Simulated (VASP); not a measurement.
# InW4: single point with PBE

The system is InW4.

```xyz
5
Lattice="4.7997 0.0000 0.0000 0.0000 4.7997 0.0000 0.0000 0.0000 4.7997" Properties=species:S:1:pos:R:3 pbc="T T T"
In    2.3998    2.3998    2.3998
W     2.3998    0.0000    0.0000
W     0.0000    2.3998    0.0000
W     0.0000    0.0000    2.3998
W     0.0000    0.0000    0.0000
```

The cell was generated, and may not be a known phase.

| Quantity | Value |
| --- | --- |
| Program | VASP 6.6.1 |
| Task | single point |
| Functional | PBE |
| Potentials or basis | VASP PAW PBE potentials, release 64 (In_d, W_sv) |
| Cutoff | 500 eV |
| k mesh | 8 × 8 × 8 |
| Occupations | gaussian, width 0.1 eV |
| Spin | no spin polarisation |

```
Pressure               : 0.8 GPa
Band gap on the k mesh : zero (an odd number of electrons rules out a gap without spin polarisation)
```

Levels at points of the mesh, in eV from the Fermi level:
```csv
k point,band 33,band 34,band 35,band 36,band 37,band 38
"(0.00, 0.00, 0.00)",-0.16,0.17,0.17,0.17,1.96,1.99
"(0.50, 0.00, 0.00)",-0.54,-0.54,-0.32,-0.21,0.19,1.21
"(0.50, 0.50, 0.00)",-0.75,-0.65,0.00,0.00,0.17,0.80
"(0.50, 0.50, 0.50)",0.07,0.07,0.07,0.17,0.17,0.77
```

It took 2.4 min on 1 thread of Intel Xeon 8259CL (shared host), peak memory 0.28 GiB.

Caveat: spin-orbit coupling is left out, which moves the levels of the heavy elements.
